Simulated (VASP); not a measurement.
# Al (Fm-3m) in VASP: notebook, part 2 of 2

VASP 6.6.1.

### Step 3. Single point, r2SCAN (volume scaled by 1.06)

POSCAR

```
Al
1.0
    0.0000000000      2.0351503177      2.0351503177
    2.0351503177      0.0000000000      2.0351503177
    2.0351503177      2.0351503177      0.0000000000
Al
1
Direct
    0.0000000000      0.0000000000      0.0000000000
```

INCAR.step1

```
  PREC = Accurate
  ENCUT = 520
  ISMEAR = 0
  SIGMA = 0.1
  LREAL = F
  LASPH = T
  NELM = 100
  NBANDS = 8
  GGA = PE
  ALGO = Normal
  EDIFF = 1E-4
  LWAVE = T
  LCHARG = F
```

INCAR.step2

```
  PREC = Accurate
  ENCUT = 520
  EDIFF = 1E-6
  ISMEAR = 0
  SIGMA = 0.1
  LREAL = F
  LASPH = T
  NELM = 100
  ALGO = Normal
  ISIF = 2
  LWAVE = F
  LCHARG = F
  METAGGA = R2SCAN
  LMIXTAU = T
  NBANDS = 8
  ISTART = 1
```

KPOINTS

```
Automatic mesh
0
Gamma
  18 18 18
```

Potentials or basis: VASP PAW PBE potentials, release 64 (Al).

Started as:

```
$ cat potpaw_PBE.64/Al/POTCAR > POTCAR
$ cp INCAR.step1 INCAR
$ mpirun -np 1 vasp_std > vasp.out
$ cp INCAR.step2 INCAR
$ mpirun -np 1 vasp_std > vasp.out
```

OUTCAR:

```text
PREC = Accurate
   ENCUT = 520
   EDIFF = 1E-6
   ISMEAR = 0
   LREAL = F
   LASPH = T
   NELM = 100
   ISIF = 2
   METAGGA = R2SCAN
   ISTART = 1

 ion  position               nearest neighbor table
   1  0.000  0.000  0.000-

  LATTYP: Found a face centered cubic cell.
 ALAT       =     4.0703006354

  Lattice vectors:

 A1 = (   0.0000000000,   2.0351503177,   2.0351503177)
[... 443 lines left out ...]
      6      23.5013      0.00000
      7      23.9721      0.00000
      8      26.2565      0.00000

 [... further k-points ...]

------------------------ aborting loop because EDIFF is reached ----------------------------------------

  FORCE on cell =-STRESS in cart. coord.  units (eV):
  Direction    XX          YY          ZZ          XY          YZ          ZX
  --------------------------------------------------------------------------------------
  -------------------------------------------------------------------------------------
  Total       -0.5206367     -0.5206367     -0.5206367      0.0000000     -0.0000000      0.0000000
  in kB      -49.4795628    -49.4795628    -49.4795628      0.0000000     -0.0000000      0.0000000
  external PRESSURE =     -49.4795628 kB  Pullay stress =       0.0000000 kB

 VOLUME and BASIS-vectors are now :
 -----------------------------------------------------------------------------
  energy-cutoff  :      520.00
  volume of cell :       16.86
      direct lattice vectors                 reciprocal lattice vectors
     0.000000000  2.035150318  2.035150318    -0.245682098  0.245682098  0.245682098
     2.035150318  0.000000000  2.035150318     0.245682098 -0.245682098  0.245682098
     2.035150318  2.035150318  0.000000000     0.245682098  0.245682098 -0.245682098

 POSITION                                       TOTAL-FORCE (eV/Angst)
 -----------------------------------------------------------------------------------
      0.00000      0.00000      0.00000         0.000000     -0.000000      0.000000
 -----------------------------------------------------------------------------------
    total drift:                               -0.000000      0.000000      0.000000

  FREE ENERGIE OF THE ION-ELECTRON SYSTEM (eV)
  ---------------------------------------------------
  free  energy   TOTEN  =        -6.7202828782 eV

  energy  without entropy=       -6.7174061167  energy(sigma->0) =       -6.71884450
```

OUTCAR.step1:

```text
PREC = Accurate
   ENCUT = 520
   ISMEAR = 0
   LREAL = F
   LASPH = T
[... 480 lines left out ...]

 POSITION                                       TOTAL-FORCE (eV/Angst)
 -----------------------------------------------------------------------------------
      0.00000      0.00000      0.00000        -0.000000      0.000000     -0.000000
 -----------------------------------------------------------------------------------
    total drift:                               -0.000000      0.000000      0.000000

  FREE ENERGIE OF THE ION-ELECTRON SYSTEM (eV)
  ---------------------------------------------------
  free  energy   TOTEN  =        -3.7426855389 eV

  energy  without entropy=       -3.7399495164  energy(sigma->0) =       -3.74131753
```

OSZICAR.step1:

```text
N       E                     dE             d eps       ncg     rms          rms(c)
DAV:   1    -0.233498266901E+01   -0.23350E+01   -0.87297E+02  3128   0.207E+02
DAV:   2    -0.375768658624E+01   -0.14227E+01   -0.13826E+01  4344   0.192E+01
DAV:   3    -0.376478395888E+01   -0.70974E-02   -0.70960E-02  4024   0.152E+00
DAV:   4    -0.376480048900E+01   -0.16530E-04   -0.16529E-04  4792   0.640E-02
DAV:   5    -0.376480053108E+01   -0.42077E-07   -0.42321E-07  4056   0.169E-03    0.127E+00
DAV:   6    -0.375201660156E+01    0.12784E-01   -0.17521E-03  4240   0.199E-01    0.738E-01
DAV:   7    -0.374269112314E+01    0.93255E-02   -0.52299E-03  4048   0.323E-01    0.143E-01
DAV:   8    -0.374268553888E+01    0.55843E-05   -0.13921E-05  4184   0.268E-02
   1 F= -.37426855E+01 E0= -.37413175E+01  d E =-.273602E-02
```

It took 26 s on 1 thread of Intel Xeon 6975P-C (Granite Rapids), shared host; peak memory 0.15 GiB.

Results:

| Property | Result |
| --- | --- |
| Free energy | -6.7203 eV |
| Pressure | -4.9 GPa |

Caveat: the PAW data sets were made with another functional, which shifts forces and pressure a little.

### Step 4. Single point, r2SCAN (volume scaled by 1.10)

POSCAR

```
Al
1.0
    0.0000000000      2.0604342734      2.0604342734
    2.0604342734      0.0000000000      2.0604342734
    2.0604342734      2.0604342734      0.0000000000
Al
1
Direct
    0.0000000000      0.0000000000      0.0000000000
```

INCAR.step1

```
PREC = Accurate ; ENCUT = 520
ISMEAR = 0 ; SIGMA = 0.1
LREAL = F ; LASPH = T
NELM = 60 ; NBANDS = 8
GGA = PE ; ALGO = Normal
EDIFF = 1E-4 ; LWAVE = T
LCHARG = F
```

INCAR.step2

```
PREC = Accurate ; ENCUT = 520
EDIFF = 1E-6 ; ISMEAR = 0
SIGMA = 0.1 ; LREAL = F
LASPH = T ; NELM = 60
ALGO = Normal ; ISIF = 2
LWAVE = F ; LCHARG = T
METAGGA = R2SCAN ; LMIXTAU = T
LELF = T ; LVHAR = T
NBANDS = 8 ; ISTART = 1
```

KPOINTS

```
regular mesh
0
Gamma
  18 18 18
```

Started as:

```
$ cat potpaw_PBE.64/Al/POTCAR > POTCAR
$ cp INCAR.step1 INCAR
$ mpirun -np 1 vasp_std > vasp.out
$ cp INCAR.step2 INCAR
$ mpirun -np 1 vasp_std > vasp.out
```

Wall time 26 s (1 thread of Intel Xeon 6975P-C (Granite Rapids), shared host); peak memory 0.15 GiB.

The run converged. Its results:

- Free energy: -6.6958 eV
- Pressure: -7.2 GPa

Levels at points of the mesh, in eV from the Fermi level:
```
           k point  band 1  band 2  band 3  band 4  band 5  band 6
(0.00, 0.00, 0.00)  -11.43   13.00   13.00   13.00   14.43   14.43
(0.50, 0.00, 0.00)   -4.75   -4.45   11.68   11.68   11.81   11.81
(0.50, 0.50, 0.00)   -3.02   -1.62    5.46    5.72    5.72    9.34
```

Caveat: the PAW data sets were made with another functional, which shifts forces and pressure a little.

### Step 5. Overview

```csv
cell,gap on the mesh (eV),pressure (GPa)
"a = 2.851 Å, angles 60.0°, 1 atom",none,-2.8
"a = 2.878 Å, angles 60.0°, 1 atom",none,-4.9
"a = 2.914 Å, angles 60.0°, 1 atom",none,-7.2
```

Alike in all rows: task single point; level r2SCAN; potentials or basis VASP PAW PBE potentials, release 64 (Al); no spin polarisation; k mesh 18 × 18 × 18; cutoff (eV) 520; smearing gaussian 0.1 eV.

Caveats: the PAW data sets were made with another functional, which shifts forces and pressure a little.

Total energies depend on the potentials used, so only differences within one code and one set of settings carry meaning.
